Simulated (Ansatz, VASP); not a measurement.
**Fe in VASP and in Ansatz**

INCAR

```
PREC = Accurate
ENCUT = 520
EDIFF = 1E-6
ISMEAR = -1
SIGMA = 0.05
LREAL = False
LASPH = True
NELM = 150
ALGO = Fast
ISIF = 2
LWAVE = False
LCHARG = False
ISPIN = 2
MAGMOM = 3
LORBIT = 11
LMAXMIX = 4
GGA = CA
NBANDS = 14
```

The input KPOINTS:

```
Automatic mesh
0
Gamma
  13 13 13
```

File POSCAR:

```
Fe
1.0
   -1.4525565699      1.4525565699      1.4525565699
    1.4525565699     -1.4525565699      1.4525565699
    1.4525565699      1.4525565699     -1.4525565699
Fe
1
Direct
    0.0000000000      0.0000000000      0.0000000000
```

The input input.yaml:

```yaml
crystal:
  lattice:
    - [-1.4525565699, 1.4525565699, 1.4525565699]
    - [1.4525565699, -1.4525565699, 1.4525565699]
    - [1.4525565699, 1.4525565699, -1.4525565699]
  atoms:
    - { symbol: Fe, position: [0.0, 0.0, 0.0], spin: 3.0 }
kpoints:
  mp_grid: { grid: [13, 13, 13] }
scf:
  occupations: { method: fermi_dirac, width: 0.05 }
hamiltonian:
  xc: lda
  pseudopotentials: { kind: all_electron, lapw: { basis_error: 0.001 } }
magnetization:
  spin_polarized: true
output:
  forces: true
  stress: true
  eigenvalues: true
```

Change from the starting cell: volume scaled by 1.02.

Alike in both runs: task single point; functional LDA; k mesh 13 × 13 × 13; occupations fermi-dirac, width 0.05 eV; collinear spin.

```csv
,VASP,Ansatz
version,VASP 6.6.1,Ansatz 0.2.0
potentials or method,"VASP PAW LDA potentials, release 64 (Fe), cutoff 520 eV","all-electron LAPW, scalar-relativistic"
```

Ansatz gave:

* gap on the k mesh at the Fermi level (eV): none
* pressure (GPa): -27.6
* net moment per atom (μB): 2.26
* size of the moment on the site where the two differ most (μB): 2.30

Task: Which values does VASP return?

Result: gap on the k mesh at the Fermi level (eV): none; pressure (GPa): -28.6; net moment per atom (μB): 2.21; size of the moment on the site where the two differ most (μB): 2.20.

LDA's correlation is that of Perdew and Zunger in VASP and of Perdew and Wang (1992) in Ansatz. Site moments also hang on the region over which each program counts them. A gap of «none» marks a metal or a gap that the smearing closes. Ansatz ran all-electron here, and VASP with PAW potentials.
